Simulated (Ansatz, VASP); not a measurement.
# Si5As3: VASP beside Ansatz

```
CELL_PARAMETERS angstrom
-3.21134 3.21134 3.21134
3.21134 -3.21134 3.21134
3.21134 3.21134 -3.21134
ATOMIC_POSITIONS crystal
Si 0.50000 0.50000 0.50000
Si 0.00000 0.00000 0.50000
Si 0.00000 0.50000 0.00000
Si 0.50000 0.00000 0.00000
Si 0.00000 0.00000 0.00000
As 0.00000 0.50000 0.50000
As 0.50000 0.00000 0.50000
As 0.50000 0.50000 0.00000
```

Alike in both runs: functional PBE; k mesh 4 × 4 × 4; occupations gaussian, width 0.1 eV; no spin polarisation.

Ansatz relaxed the structure, and its values are those at the end. VASP's run is a single point on that final structure, the one shown.

|  | VASP | Ansatz |
| --- | --- | --- |
| version | VASP 6.6.1 | Ansatz 0.2.0 |
| potentials or method | VASP PAW PBE potentials, release 64 (Si, As), cutoff 520 eV | scalar-relativistic, plane waves, PAW |
| valence electrons in the cell | 35 | 65 |

|  | VASP | Ansatz | Ansatz less VASP |
| --- | --- | --- | --- |
| gap on the k mesh at the Fermi level (eV) | none | none | - |
| pressure (GPa) | 0.1 | 0.0 | -0.11 |

A gap of «none» marks a metal or a gap that the smearing closes. VASP's potentials hold 35 valence electrons a cell and Ansatz's 65, so a difference there can come from the potentials and not from the codes.
